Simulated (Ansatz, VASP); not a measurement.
**One calculation of ZnS, two programs**

The input INCAR:

```
SYSTEM = ZnS
PREC     = Accurate       ! precision mode
ENCUT    = 520            ! plane-wave cutoff, eV
EDIFF    = 1E-8           ! SCF threshold, eV
ISMEAR   = -1             ! smearing method
SIGMA    = 0.03           ! smearing width, eV
LREAL    = .False.        ! projectors in reciprocal space
LASPH    = .True.         ! aspherical terms in the spheres
NELM     = 80             ! most SCF steps
ALGO     = Normal         ! electronic algorithm
ISIF     = 2              ! what is computed and relaxed
LWAVE    = .False.        ! write WAVECAR
LCHARG   = .False.        ! write CHGCAR
GGA      = PE             ! functional
LEFG     = .True.       
NBANDS   = 26             ! bands
```

KPOINTS

```
regular mesh
0
Gamma
  8 8 5
  0 0 0
```

The input POSCAR:

```
ZnS
1.0
    3.8109987816      0.0381099878      0.0381099878
   -1.8724951732      3.2813667647      0.0139492237
    0.0623400000      0.0623400000      6.2340000000
Zn S
2 2
Direct
    0.3333333333      0.6666666667      0.0000000000
    0.6666666667      0.3333333333      0.5000000000
    0.3333333333      0.6666666667      0.3850000000
    0.6666666667      0.3333333333      0.8850000000
```

Input for Ansatz:

```yaml
crystal:
  lattice:
    - [3.8109987816, 0.0381099878, 0.0381099878]
    - [-1.8724951732, 3.2813667647, 0.0139492237]
    - [0.06234, 0.06234, 6.234]
  atoms:
    - { symbol: Zn, position: [0.3333333333, 0.6666666667, 0.0] }
    - { symbol: Zn, position: [0.6666666667, 0.3333333333, 0.5] }
    - { symbol: S, position: [0.3333333333, 0.6666666667, 0.385] }
    - { symbol: S, position: [0.6666666667, 0.3333333333, 0.885] }
kpoints:
  mp_grid: { grid: [8, 8, 5] }
scf:
  occupations: { method: fermi_dirac, width: 0.03 }
hamiltonian:
  xc: pbe
  pseudopotentials: { kind: all_electron, datasets: crystal }
output:
  forces: true
  stress: true
  eigenvalues: true
  efg: { contact_densities: true }
```

Change from the starting cell: equal xy, yz and zx shear strains of +2 %, crystal datasets.

Alike in both runs: task electric field gradients; functional PBE; k mesh 8 × 8 × 5; occupations fermi-dirac, width 0.03 eV; no spin polarisation.

|  | VASP | Ansatz |
| --- | --- | --- |
| version | VASP 6.6.1 | Ansatz 0.2.0 |
| potentials or method | VASP PAW PBE potentials, release 64 (Zn, S), cutoff 520 eV | all-electron PAW with datasets made for the crystal, scalar-relativistic |

Ansatz gave:

| Quantity | Value |
| --- | --- |
| gap on the k mesh at the Fermi level (eV) | 2.21 |
| pressure (GPa) | 2.4 |
| traceless stress, the component that is largest in VASP (GPa) | -1.37 |
| rms of the force components (eV/Å) | 0.209 |
| size of Vzz on the site where it differs most (V/Å²) | 18.9 |

Q: Which values does VASP return?

A: gap on the k mesh at the Fermi level (eV): 2.21; pressure (GPa): 2.6; traceless stress, the component that is largest in VASP (GPa): -1.40; rms of the force components (eV/Å): 0.211; size of Vzz on the site where it differs most (V/Å²): 20.0.

Atom by atom the forces differ by 0.002 eV/Å (rms over components). Ansatz ran all-electron here, and VASP with PAW potentials.
